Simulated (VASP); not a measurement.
Ba2Ca:

```
Ba Ca
1.0
     4.69996    0.00000    0.00000
    -2.34998    4.07029    0.00000
     0.00000    0.00000    5.07471
Ba Ca
2 1
Cartesian
  0.0000 2.7135 2.5374
  2.3500 1.3568 2.5374
  0.0000 0.0000 0.0000
```

* Program: VASP 6.6.1
* Task: relaxation of cell and atoms
* Functional: PBE
* Potentials or basis: VASP PAW PBE potentials, release 64 (Ba_sv, Ca_sv)
* Cutoff: 600 eV
* k mesh: 6 × 6 × 4
* Occupations: gaussian, width 0.1 eV
* Spin: no spin polarisation

At the start: pressure 22.9 GPa; volume 32.36 Å³/atom.

Q: Where does the relaxation end?

A: Over 10 steps the energy falls by 1579.5 meV/atom and the volume is 55.96 Å³/atom (+72.9 %); space group P6/mmm (No. 191, to 0.1 Å) before and after.

The path:
```csv
step,energy change (eV),largest force (eV/Å),pressure (GPa),volume (Å³)
1,0.0000,0.0000,22.86,97.08
2,-3.8652,0.0000,-0.15,174.73
3,-3.8974,0.0000,-0.40,181.04
4,-3.9242,0.0000,-0.88,194.06
5,-3.9238,0.0000,-0.95,196.40
6,-4.2259,0.0000,-0.85,187.76
7,-4.6884,0.0000,0.89,157.74
8,-4.7237,0.0000,0.14,166.72
9,-4.7322,0.0000,0.36,163.79
10,-4.7384,0.0000,0.06,167.87
```

Final structure:
```
Ba Ca
1.0
     6.87312    0.00000    0.00000
    -3.43656    5.95230    0.00000
     0.00000    0.00000    4.10320
Ba Ca
2 1
Direct
  0.33333 0.66667 0.50000
  0.66667 0.33333 0.50000
  0.00000 0.00000 0.00000
```

Caveat: the volume moved by over 15 % at a fixed basis, so the end points are rough.
